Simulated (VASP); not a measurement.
# SiO2 (P4_2/mnm) in VASP: notebook, part 2 of 2

VASP 6.6.1.

**3. Single point, LDA (volume 8.393 Å^3 an atom, c/a of the conventional cell 0.5955)**

INCAR reads:

```
PREC     = Accurate       # precision mode
ENCUT    = 520            # plane-wave cutoff, eV
EDIFF    = 1E-6           # SCF threshold, eV
ISMEAR   = 0              # smearing method
SIGMA    = 0.05           # smearing width, eV
LREAL    = False          # projectors in reciprocal space
LASPH    = True           # aspherical terms in the spheres
NELM     = 80             # most SCF steps
ALGO     = Normal         # electronic algorithm
ISIF     = 2              # what is computed and relaxed
LWAVE    = False          # write WAVECAR
LCHARG   = False          # write CHGCAR
GGA      = CA             # functional
NBANDS   = 25             # bands
```

KPOINTS reads:

```
regular mesh
0
Gamma
  6 6 10
```

POSCAR reads:

```
SiO2
1.0
    4.3893030744      0.0000000000      0.0000000000
    0.0000000000      4.3893030744      0.0000000000
    0.0000000000      0.0000000000      2.6138299808
Si O
2 4
Direct
    0.5000000000      0.5000000000      0.5000000000
    0.0000000000      0.0000000000      0.0000000000
    0.6944252994      0.6944252994      0.0000000000
    0.1944252994      0.8055747006      0.5000000000
    0.3055747006      0.3055747006      0.0000000000
    0.8055747006      0.1944252994      0.5000000000
```

Potentials or basis: VASP PAW LDA potentials, release 64 (Si, O).

Run with:

```bash
> cat potpaw_LDA.64/Si/POTCAR potpaw_LDA.64/O/POTCAR > POTCAR
> mpirun -np 1 vasp_std > vasp.out
```

OUTCAR:

```text
PREC = Accurate
   ENCUT = 520
   EDIFF = 1E-6
   ISMEAR = 0
   LREAL = False
   LASPH = True
   NELM = 80
   ISIF = 2
   GGA = CA

 ion  position               nearest neighbor table
   1  0.500  0.500  0.500-   3 1.78   5 1.78   3 1.78   5 1.78   4 1.90   6 1.90
   2  0.000  0.000  0.000-   4 1.78   6 1.78   4 1.78   6 1.78   5 1.90   3 1.90
   3  0.694  0.694  0.000-   1 1.78   1 1.78   2 1.90
   4  0.194  0.806  0.500-   2 1.78   2 1.78   1 1.90
   5  0.306  0.306  0.000-   1 1.78   1 1.78   2 1.90
   6  0.806  0.194  0.500-   2 1.78   2 1.78   1 1.90

  LATTYP: Found a simple tetragonal cell.
 ALAT       =     4.3893030744
 C/A-ratio  =     0.5955000000

  Lattice vectors:

 A1 = (   4.3893030744,   0.0000000000,   0.0000000000)
 A2 = (   0.0000000000,   4.3893030744,   0.0000000000)
 A3 = (   0.0000000000,   0.0000000000,   2.6138299808)

Analysis of symmetry for initial positions (statically):
=====================================================================
 Subroutine PRICEL returns:
 Original cell was already a primitive cell.

 Routine SETGRP: Setting up the symmetry group for a
 simple tetragonal supercell.

 Subroutine GETGRP returns: Found 16 space group operations
 (whereof  8 operations were pure point group operations)
 out of a pool of 16 trial point group operations.

The static configuration has the point symmetry D_2h.
 The point group associated with its full space group is D_4h.

Analysis of symmetry for dynamics (positions and initial velocities):
=====================================================================
 Subroutine PRICEL returns:
 Original cell was already a primitive cell.

 Routine SETGRP: Setting up the symmetry group for a
 simple tetragonal supercell.

[... 126 lines left out ...]
   EMIN   =  10.00;   EMAX   =-10.00  energy-range for DOS
   EFERMI =   0.00;   METHOD = LEGACY
   ISMEAR =     0;   SIGMA  =   0.05  broadening in eV -4-tet -1-fermi 0-gaus
   EFERMI_NEDOS =   21; number of points for ismear=-14 and -15
   IALGO  =     38    algorithm
   IMIX   =      4    mixing-type and parameters
     AMIX     =   0.40;   BMIX     =  1.00
     AMIX_MAG =   1.60;   BMIX_MAG =  1.00
  volume/ion in A,a.u.               =       8.39        56.64
  Fermi-wavevector in a.u.,A,eV,Ry     =   1.407458  2.659709 26.952284  1.980937
  Thomas-Fermi vector in A             =   2.529715
   LORBIT       =      0    0 simple, 1 ext, 2 COOP (PROOUT), +10 PAW based schemes
   GGA     = CA    functional components
   LHFCALC =     F    Hartree Fock is set to
   AEXX    =    0.0000 exact exchange contribution
   IVDW    =     0    specifies the selected vdW correction
   LEPSILON=     F    determine dielectric tensor
   LRPA    =     F    only Hartree local field effects (RPA)
 non-spin polarized calculation
 Gauss-broadening in eV      SIGMA  =   0.05
  energy-cutoff  :      520.00
  volume of cell :       50.36
 maximum number of plane-waves:      1374
 NGX is ok and might be reduce to    36
   NGX = 17   NGY = 17   NGZ =  9

 number of electron      31.9999990 magnetization

 Free energy of the ion-electron system (eV)
  ---------------------------------------------------
  ext. energy  EPLUGINS =         0.00000000
  ---------------------------------------------------
  free energy    TOTEN  =       -51.46198141 eV

  energy without entropy =      -51.46198141  energy(sigma->0) =      -51.46198141

 E-fermi :   7.1501     XC(G=0): -12.3162

 val. band max:        6.9076712061   @ k =   0.0000   0.0000   0.0000
 cond. band min:      11.3185333357   @ k =   0.0000   0.0000   0.0000
 fundamental gap:      4.4108621297
 Fermi energy:         7.1501357158

 k-point     1 :       0.0000    0.0000    0.0000
  band No.  band energies     occupation
      1     -14.7170      2.00000
      2     -11.5072      2.00000
      3     -11.5072      2.00000
      4     -11.4036      2.00000
      5      -3.5548      2.00000
      6       0.5354      2.00000
[... 661 lines left out ...]
     24      19.6006      0.00000
     25      20.3083      0.00000

 [... further k-points ...]
[... 5 lines left out ...]
  --------------------------------------------------------------------------------------
  -------------------------------------------------------------------------------------
  Total       -9.4163455     -9.4163455     -0.9811623      0.0000000      0.0000000      0.0000000
  in kB     -299.5880569   -299.5880569    -31.2164101      0.0000000      0.0000000      0.0000000
  external PRESSURE =    -210.1308413 kB  Pullay stress =       0.0000000 kB

 VOLUME and BASIS-vectors are now :
 -----------------------------------------------------------------------------
  energy-cutoff  :      520.00
  volume of cell :       50.36
      direct lattice vectors                 reciprocal lattice vectors
     4.389303074  0.000000000  0.000000000     0.227826601  0.000000000  0.000000000
     0.000000000  4.389303074  0.000000000     0.000000000  0.227826601  0.000000000
     0.000000000  0.000000000  2.613829981     0.000000000  0.000000000  0.382580354

 POSITION                                       TOTAL-FORCE (eV/Angst)
 -----------------------------------------------------------------------------------
      2.19465      2.19465      1.30691         0.000000     -0.000000      0.000000
      0.00000      0.00000      0.00000         0.000000     -0.000000      0.000000
      3.04804      3.04804      0.00000        -0.810766     -0.810766      0.000000
      0.85339      3.53591      1.30691        -0.810766      0.810766      0.000000
      1.34126      1.34126      0.00000         0.810766      0.810766     -0.000000
      3.53591      0.85339      1.30691         0.810766     -0.810766      0.000000
 -----------------------------------------------------------------------------------
    total drift:                                0.000000     -0.000000     -0.000000

  FREE ENERGIE OF THE ION-ELECTRON SYSTEM (eV)
  ---------------------------------------------------
  free  energy   TOTEN  =       -51.4619814116 eV

  energy  without entropy=      -51.4619814116  energy(sigma->0) =      -51.46198141
```

Run time: 33 s. Hardware: 1 thread of AMD EPYC 9R45 (Zen 5), shared host; peak memory 0.14 GiB.

What came out:

* Free energy: -51.4620 eV
* Pressure: -21.0 GPa
* Largest force: 1.147 eV/Å
* Band gap on the k mesh: 4.41 eV, direct

Forces on the atoms (eV/Å):
```
Si   0.000  0.000  0.000
Si   0.000  0.000  0.000
O   -0.811 -0.811  0.000
O   -0.811  0.811  0.000
O    0.811  0.811  0.000
O    0.811 -0.811  0.000
```

Levels at points of the mesh, in eV from the valence-band top:
| k point | band 14 | band 15 | band 16 | band 17 | band 18 | band 19 |
| --- | --- | --- | --- | --- | --- | --- |
| (0.00, 0.00, 0.00) | -0.91 | -0.91 | 0.00 | 4.41 | 7.25 | 8.50 |
| (0.50, 0.00, 0.00) | -2.20 | -1.07 | -1.07 | 6.95 | 6.95 | 9.25 |
| (0.50, 0.50, 0.00) | -2.39 | -2.24 | -2.24 | 6.90 | 6.90 | 9.92 |
| (0.00, 0.00, 0.50) | -2.56 | -2.41 | -2.41 | 7.74 | 7.74 | 11.08 |
| (0.50, 0.00, 0.50) | -2.20 | -1.57 | -1.57 | 7.59 | 7.59 | 8.32 |
| (0.50, 0.50, 0.50) | -1.74 | -1.38 | -1.38 | 5.89 | 5.89 | 9.94 |

Caveat: forces of over 1 eV/Å act on the atoms, so gaps and moduli don't describe the material at rest. A k mesh can miss the band edges.

**4. Single point, LDA (volume 8.393 Å^3 an atom, c/a of the conventional cell 0.6405)**

INCAR reads:

```
SYSTEM = SiO2
ALGO = Normal
EDIFF = 1E-7
ENCUT = 520
ISIF = 2
ISMEAR = 0
LASPH = .True.
LCHARG = .False.
LREAL = .False.
LWAVE = .False.
NBANDS = 25
NELM = 60
PREC = Accurate
SIGMA = 0.05
```

KPOINTS reads:

```
k-points
0
Gamma
  6 6 10
  0 0 0
```

Edit POSCAR of step 3 so:

```diff
@@ -2,5 +2,5 @@
 1.0
-    4.3893030744      0.0000000000      0.0000000000
-    0.0000000000      4.3893030744      0.0000000000
-    0.0000000000      0.0000000000      2.6138299808
+    4.2840376823      0.0000000000      0.0000000000
+    0.0000000000      4.2840376823      0.0000000000
+    0.0000000000      0.0000000000      2.7438597502
 Si O
```

Run with:

```bash
> cat potpaw_LDA.64/Si/POTCAR potpaw_LDA.64/O/POTCAR > POTCAR
> mpirun -np 1 vasp_std > vasp.out
```

Run time: 29 s. Hardware: 1 thread of AMD EPYC 9R45 (Zen 5), shared host; peak memory 0.14 GiB.

The run converged. Its results:

| Property | Result |
| --- | --- |
| Free energy | -51.6249 eV |
| Pressure | -24.7 GPa |
| Largest force | 0.506 eV/Å |
| Band gap on the k mesh | 4.22 eV, direct |

Forces on the atoms (eV/Å):
```
Si   0.000  0.000  0.000
Si   0.000  0.000  0.000
O   -0.358 -0.358  0.000
O   -0.358  0.358  0.000
O    0.358  0.358  0.000
O    0.358 -0.358  0.000
```

Stress tensor (GPa, compression positive):
```
-23.20   0.00   0.00
  0.00 -23.20   0.00
  0.00   0.00 -27.69
```

Levels at points of the mesh, in eV from the valence-band top:
```tsv
k point	band 14	band 15	band 16	band 17	band 18	band 19
(0.00, 0.00, 0.00)	-0.86	-0.86	0.00	4.22	6.07	7.60
(0.50, 0.00, 0.00)	-2.57	-1.00	-1.00	6.55	6.55	8.22
(0.50, 0.50, 0.00)	-2.58	-2.07	-2.07	6.32	6.32	9.09
(0.00, 0.00, 0.50)	-2.82	-2.45	-2.45	7.84	7.84	11.60
(0.50, 0.00, 0.50)	-2.14	-1.61	-1.61	7.70	7.70	8.86
(0.50, 0.50, 0.50)	-1.64	-1.42	-1.42	6.06	6.06	10.18
```

 A k mesh can miss the band edges.

**5. Single point, LDA (volume 8.638 Å^3 an atom, c/a of the conventional cell 0.5742)**

INCAR reads:

```
ALGO = Normal ; EDIFF = 1E-6
ENCUT = 520 ; ISIF = 2
ISMEAR = 0 ; LASPH = T
LCHARG = T ; LELF = T
LREAL = F ; LVHAR = T
LWAVE = F ; NBANDS = 25
NELM = 100 ; PREC = Accurate
SIGMA = 0.05
```

KPOINTS reads:

```
k-points
0
Gamma
  6 6 10
```

Edit POSCAR of step 4 so:

```diff
@@ -2,5 +2,5 @@
 1.0
-    4.2840376823      0.0000000000      0.0000000000
-    0.0000000000      4.2840376823      0.0000000000
-    0.0000000000      0.0000000000      2.7438597502
+    4.4857364504      0.0000000000      0.0000000000
+    0.0000000000      4.4857364504      0.0000000000
+    0.0000000000      0.0000000000      2.5757098698
 Si O
```

Potentials or basis: VASP PAW LDA potentials, release 64 (Si, O).

Run with:

```bash
> cat potpaw_LDA.64/Si/POTCAR potpaw_LDA.64/O/POTCAR > POTCAR
> mpirun -np 1 vasp_std > vasp.out
```

OUTCAR:

```text
EDIFF = 1E-6
   ENCUT = 520
   ISIF = 2
   ISMEAR = 0
   LASPH = T
   LREAL = F
   NELM = 100
   PREC = Accurate

 ion  position               nearest neighbor table
   1  0.500  0.500  0.500-   3 1.78   5 1.78   3 1.78   5 1.78   4 1.94   6 1.94
   2  0.000  0.000  0.000-   4 1.78   6 1.78   4 1.78   6 1.78   5 1.94   3 1.94
   3  0.694  0.694  0.000-   1 1.78   1 1.78   2 1.94
   4  0.194  0.806  0.500-   2 1.78   2 1.78   1 1.94
   5  0.306  0.306  0.000-   1 1.78   1 1.78   2 1.94
   6  0.806  0.194  0.500-   2 1.78   2 1.78   1 1.94

  LATTYP: Found a simple tetragonal cell.
 ALAT       =     4.4857364504
 C/A-ratio  =     0.5742000000

  Lattice vectors:

 A1 = (   4.4857364504,   0.0000000000,   0.0000000000)
 A2 = (   0.0000000000,   4.4857364504,   0.0000000000)
 A3 = (   0.0000000000,   0.0000000000,   2.5757098698)

Analysis of symmetry for initial positions (statically):
=====================================================================
 Subroutine PRICEL returns:
 Original cell was already a primitive cell.

 Routine SETGRP: Setting up the symmetry group for a
 simple tetragonal supercell.

 Subroutine GETGRP returns: Found 16 space group operations
[... 173 lines left out ...]

  energy without entropy =      -50.99428494  energy(sigma->0) =      -50.99428494

 E-fermi :   6.6923     XC(G=0): -12.1607

 val. band max:        6.4346611595   @ k =   0.0000   0.0000   0.0000
 cond. band min:      10.4297091203   @ k =   0.0000   0.0000   0.0000
 fundamental gap:      3.9950479609
 Fermi energy:         6.6923431954

 k-point     1 :       0.0000    0.0000    0.0000
  band No.  band energies     occupation
      1     -14.8872      2.00000
      2     -11.8801      2.00000
      3     -11.8801      2.00000
      4     -11.8500      2.00000
      5      -3.8328      2.00000
      6       0.1349      2.00000
[... 661 lines left out ...]
     24      19.4579      0.00000
     25      19.7488      0.00000

 [... further k-points ...]
[... 5 lines left out ...]
  --------------------------------------------------------------------------------------
  -------------------------------------------------------------------------------------
  Total      -12.3405167    -12.3405167      0.6571242      0.0000000      0.0000000      0.0000000
  in kB     -381.4867662   -381.4867662     20.3139129      0.0000000      0.0000000      0.0000000
  external PRESSURE =    -247.5532065 kB  Pullay stress =       0.0000000 kB

 VOLUME and BASIS-vectors are now :
 -----------------------------------------------------------------------------
  energy-cutoff  :      520.00
  volume of cell :       51.83
      direct lattice vectors                 reciprocal lattice vectors
     4.485736450  0.000000000  0.000000000     0.222928835  0.000000000  0.000000000
     0.000000000  4.485736450  0.000000000     0.000000000  0.222928835  0.000000000
     0.000000000  0.000000000  2.575709870     0.000000000  0.000000000  0.388242485

 POSITION                                       TOTAL-FORCE (eV/Angst)
 -----------------------------------------------------------------------------------
      2.24287      2.24287      1.28785         0.000000      0.000000      0.000000
      0.00000      0.00000      0.00000         0.000000      0.000000      0.000000
      3.11501      3.11501      0.00000        -1.211996     -1.211996      0.000000
      0.87214      3.61360      1.28785        -1.211996      1.211996      0.000000
      1.37073      1.37073      0.00000         1.211996      1.211996     -0.000000
      3.61360      0.87214      1.28785         1.211996     -1.211996      0.000000
 -----------------------------------------------------------------------------------
    total drift:                                0.000000     -0.000000     -0.000000

  FREE ENERGIE OF THE ION-ELECTRON SYSTEM (eV)
  ---------------------------------------------------
  free  energy   TOTEN  =       -50.9942849381 eV

  energy  without entropy=      -50.9942849381  energy(sigma->0) =      -50.99428494
```

OSZICAR:

```text
N       E                     dE             d eps       ncg     rms          rms(c)
DAV:   1     0.128624764760E+03    0.12862E+03   -0.17240E+04  3040   0.121E+03
DAV:   2    -0.485078832963E+02   -0.17713E+03   -0.16957E+03  3819   0.271E+02
DAV:   3    -0.555969728206E+02   -0.70891E+01   -0.70556E+01  4013   0.523E+01
DAV:   4    -0.556474838686E+02   -0.50511E-01   -0.50494E-01  3542   0.515E+00
DAV:   5    -0.556479352128E+02   -0.45134E-03   -0.45127E-03  4032   0.464E-01    0.163E+01
DAV:   6    -0.510722695392E+02    0.45757E+01   -0.13036E+01  3783   0.239E+01    0.755E+00
DAV:   7    -0.510377372999E+02    0.34532E-01   -0.67986E-01  3773   0.476E+00    0.282E+00
DAV:   8    -0.510005679606E+02    0.37169E-01   -0.32690E-02  3712   0.150E+00    0.978E-01
DAV:   9    -0.509942882990E+02    0.62797E-02   -0.58748E-03  3856   0.622E-01    0.215E-01
DAV:  10    -0.509942948791E+02   -0.65801E-05   -0.41653E-04  3748   0.146E-01    0.726E-02
DAV:  11    -0.509942860552E+02    0.88239E-05   -0.28190E-05  3895   0.393E-02    0.305E-02
DAV:  12    -0.509942850221E+02    0.10331E-05   -0.33723E-06  3659   0.133E-02    0.115E-02
DAV:  13    -0.509942849381E+02    0.83935E-07   -0.64040E-07  2467   0.582E-03
   1 F= -.50994285E+02 E0= -.50994285E+02  d E =-.228680E-15
```

stdout:

```text
POSCAR found type information on POSCAR SiO
 POSCAR found :  2 types and       6 ions
 scaLAPACK will be used
 LDA part: xc-table for (Slater(with rela. corr.)+CA(PZ))
 , standard interpolation
 POSCAR, INCAR and KPOINTS ok, starting setup
 FFT: planning ... GRIDC
 FFT: planning ... GRID_SOFT
 FFT: planning ... GRID
 WAVECAR not read
 entering main loop
```

Run time: 36 s. Hardware: 1 thread of AMD EPYC 9R45 (Zen 5), shared host; peak memory 0.15 GiB.

Results:

| Item | Value |
| --- | --- |
| Free energy | -50.9943 eV |
| Pressure | -24.8 GPa |
| Largest force | 1.714 eV/Å |
| Band gap on the k mesh | 4.00 eV, direct |

Forces in eV/Å, atoms in the order of the input:
```
Si   0.000  0.000  0.000
Si   0.000  0.000  0.000
O   -1.212 -1.212  0.000
O   -1.212  1.212  0.000
O    1.212  1.212  0.000
O    1.212 -1.212  0.000
```

Levels at points of the mesh, in eV from the valence-band top:
| k point | band 14 | band 15 | band 16 | band 17 | band 18 | band 19 |
| --- | --- | --- | --- | --- | --- | --- |
| (0.00, 0.00, 0.00) | -0.91 | -0.91 | 0.00 | 4.00 | 7.76 | 8.56 |
| (0.50, 0.00, 0.00) | -1.89 | -1.07 | -1.07 | 6.61 | 6.61 | 9.55 |
| (0.50, 0.50, 0.00) | -2.24 | -2.19 | -2.19 | 6.77 | 6.77 | 10.05 |
| (0.00, 0.00, 0.50) | -2.28 | -2.25 | -2.25 | 7.34 | 7.34 | 10.54 |
| (0.50, 0.00, 0.50) | -2.11 | -1.43 | -1.43 | 7.24 | 7.24 | 7.81 |
| (0.50, 0.50, 0.50) | -1.68 | -1.26 | -1.26 | 5.52 | 5.52 | 9.62 |

Caveat: forces of over 1 eV/Å act on the atoms, so gaps and moduli don't describe the material at rest.

**6. Overview**

| cell | gap on the mesh (eV) | pressure (GPa) | largest force (eV/Å) |
| --- | --- | --- | --- |
| a = 4.081, b = 4.081, c = 3.024 Å, 6 atoms | 3.72 | -25.8 | 0.60 |
| a = 4.389, b = 4.389, c = 2.614 Å, 6 atoms | 4.41 | -21.0 | 1.15 |
| a = 4.284, b = 4.284, c = 2.744 Å, 6 atoms | 4.22 | -24.7 | 0.51 |
| a = 4.486, b = 4.486, c = 2.576 Å, 6 atoms | 4.00 | -24.8 | 1.71 |

Alike in all rows: task single point; level LDA; potentials or basis VASP PAW LDA potentials, release 64 (Si, O); no spin polarisation; k mesh 6 × 6 × 10; cutoff (eV) 520; smearing gaussian 0.05 eV.

Caveats: forces of over 1 eV/Å act on the atoms, so gaps and moduli don't describe the material at rest (some runs).

Total energies depend on the potentials used, so only differences within one code and one set of settings carry meaning.
